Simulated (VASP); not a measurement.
Runs of VASP 6.6.1 on Mg. The structure is that of space group Im-3m (No. 229), or close to it. The cells are those of the table. This isn't the form of Mg at room conditions, which is hcp.

| task | level | potentials or basis | spin | cell | k mesh | cutoff (eV) | smearing | dipole correction | tolerance level | purpose | route | grid for exact exchange (PRECFOCK) | gap on the mesh (eV) | pressure (GPa) |
| --- | --- | --- | --- | --- | --- | --- | --- | --- | --- | --- | --- | --- | --- | --- |
| relaxation of cell and atoms | PBE+D4 | VASP PAW PBE potentials, release 64 (Mg) | off | relaxed from a = 3.071 Å, angles 109.5°, 1 atom | 11 × 11 × 11 | 600 | fermi-dirac 0.05 eV | no | - | - | - | - | none | 0.0 |
| single point | BLYP+D4 | VASP PAW PBE potentials, release 64 (Mg) | off | a = 3.071 Å, angles 109.5°, 1 atom | 11 × 11 × 11 | 520 | fermi-dirac 0.01 eV | no | - | - | - | - | none | -0.6 |
| band structure | LDA | VASP PAW LDA potentials, release 64 (Mg) | off | a = 3.071 Å, angles 109.5°, 1 atom | 24 × 24 × 24 | 500 | gaussian 0.04 eV | - | tight | bands | KPOINTS_OPT | - | - | -1.5 |
| single point | r2SCAN+rVV10 | VASP PAW PBE potentials, release 64 (Mg) | off | a = 3.071 Å, angles 109.5°, 1 atom | 11 × 11 × 11 | 660 | methfessel-paxton 0.01 eV | no | - | - | - | - | none | -0.1 |
| single point | r2SCAN50+D3(BJ) | VASP PAW PBE potentials, release 64 (Mg) | off | a = 3.071 Å, angles 109.5°, 1 atom | 7 × 7 × 7 | 580 | gaussian 0.01 eV | no | - | - | - | Normal | none | (a) |
| single point | HSE06+D3(BJ) | VASP PAW PBE potentials, release 64 (Mg) | off | a = 3.071 Å, angles 109.5°, 1 atom | 7 × 7 × 7 | 520 | fermi-dirac 0.01 eV | no | - | - | - | Normal | none | -2.1 |
| single point | r2SCAN | VASP PAW PBE potentials, release 64 (Mg) | off | a = 3.071 Å, angles 109.5°, 1 atom | 11 × 11 × 11 | 520 | methfessel-paxton 0.01 eV | no | - | - | - | - | none | 0.1 |
| single point | rpbe exchange, lyp correlation | VASP PAW PBE potentials, release 64 (Mg) | non-collinear, typed start | a = 3.070, b = 3.125, c = 3.097 Å, angles 109.7, 111.1, 109.6°, 1 atom | 8 × 8 × 8 | 600 | fermi-dirac 0.01 eV | no | - | - | - | - | none | (b) |

Q: Fill in the values left out.

A: (a) -1.3; (b) 2.4.

Caveats: the PAW data sets were made with another functional, which shifts forces and pressure a little (at least some runs); three body term missing (at least some runs).

A gap of «none» marks levels without a gap at the run's occupations.
